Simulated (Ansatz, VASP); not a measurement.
One calculation of GaSb, two programs

```
Ga Sb
1.0
     0.00000    3.01311    3.05900
     3.05900    0.00000    3.05900
     3.05900    3.01311    0.00000
Ga Sb
1 1
Direct
  0.00000 0.00000 0.00000
  0.75000 0.75000 0.75000
```

Change from the starting cell: strain -0.0150 x Voigt [0, 1, 0, 0, 0, 0], atoms carried along.

Alike in both runs: task single point; functional r2SCAN; k mesh 6 × 6 × 6; occupations gaussian, width 0.05 eV; no spin polarisation.

|  | VASP | Ansatz |
| --- | --- | --- |
| version | VASP 6.6.1 | Ansatz 0.2.0 |
| potentials or method | VASP PAW PBE potentials, release 64 (Ga_d, Sb), cutoff 520 eV | scalar-relativistic, plane waves, PAW |
| valence electrons in the cell | 18 | 28 |

Ansatz gave:

* gap on the k mesh at the Fermi level (eV): 0.52
* least direct gap on the mesh (eV): 0.52
* pressure (GPa): 1.2
* traceless stress, the component that is largest in VASP (GPa): 0.50

Estimate VASP's values.

gap on the k mesh at the Fermi level (eV): 0.50; least direct gap on the mesh (eV): 0.50; pressure (GPa): 1.3; traceless stress, the component that is largest in VASP (GPa): 0.48.

VASP's potentials were made for PBE, not for r2SCAN. The functional is the same, so the differences come from potentials, cutoffs and numerics. VASP's potentials hold 18 valence electrons a cell and Ansatz's 28, so a difference there can come from the potentials and not from the codes.

Spin-orbit coupling is off throughout.
